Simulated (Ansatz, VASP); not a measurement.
## Two plane-wave programs on Mo

```
Mo
1.0
    -1.43944    1.43944    1.87128
     1.43944   -1.43944    1.87128
     1.43944    1.43944   -1.87128
Mo
1
Direct
  0.00000 0.00000 0.00000
```

Alike in both runs: task single point; functional PBE; k mesh 24 × 24 × 24; occupations gaussian, width 0.15 eV; no spin polarisation.

```csv
,VASP,Ansatz
version,VASP 6.6.1,Ansatz 0.2.0
potentials or method,"VASP PAW PBE potentials, release 64 (Mo_sv), cutoff 520 eV","scalar-relativistic, plane waves, PAW"
valence electrons in the cell,14,14
```

```csv
,VASP,Ansatz,Ansatz less VASP
gap on the k mesh at the Fermi level (eV),none,none,-
pressure (GPa),9.1,8.5,-0.55
"traceless stress, the component that is largest in VASP (GPa)",-11.51,-11.52,-0.011
```

A gap of «none» marks a metal or a gap that the smearing closes.
